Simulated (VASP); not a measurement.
Input of a VASP 6.6.1 run:

File INCAR:

```
SYSTEM = TaTi3
PREC = Accurate
ENCUT = 520
EDIFF = 1E-6
ISMEAR = 0
SIGMA = 0.1
LREAL = .False.
LASPH = .True.
NELM = 100
ALGO = Normal
ISIF = 2
LWAVE = .False.
LCHARG = .True.
GGA = PS
LELF = .True.
LVHAR = .True.
NBANDS = 32
```

File KPOINTS:

```
regular mesh
0
Gamma
  14 14 14
  0 0 0
```

File POSCAR:

```
TaTi3
1.0
   -1.9421445452      1.9421445452      4.6711204819
    1.9421445452     -1.9421445452      4.6711204819
    1.9421445452      1.9421445452     -4.6711204819
Ti Ta
3 1
Direct
    0.7500000000      0.2500000000      0.5000000000
    0.2500000000      0.7500000000      0.5000000000
    0.5000000000      0.5000000000      0.0000000000
    0.0000000000      0.0000000000      0.0000000000
```

Potentials or basis: VASP PAW PBE potentials, release 64 (Ti_sv, Ta_pv).

Run with:

```sh
$ cat potpaw_PBE.64/Ti_sv/POTCAR potpaw_PBE.64/Ta_pv/POTCAR > POTCAR
$ mpirun -np 1 vasp_std > vasp.out
```

Question: Predict the pressure.

Answer: -5.8 GPa.

Stress tensor (GPa, compression positive):
```
-4.04  0.00  0.00
 0.00 -4.04  0.00
 0.00  0.00 -9.36
```

Caveat: the cell differs from its parent crystal (strained); the PAW data sets were made with another functional, which shifts forces and pressure a little.
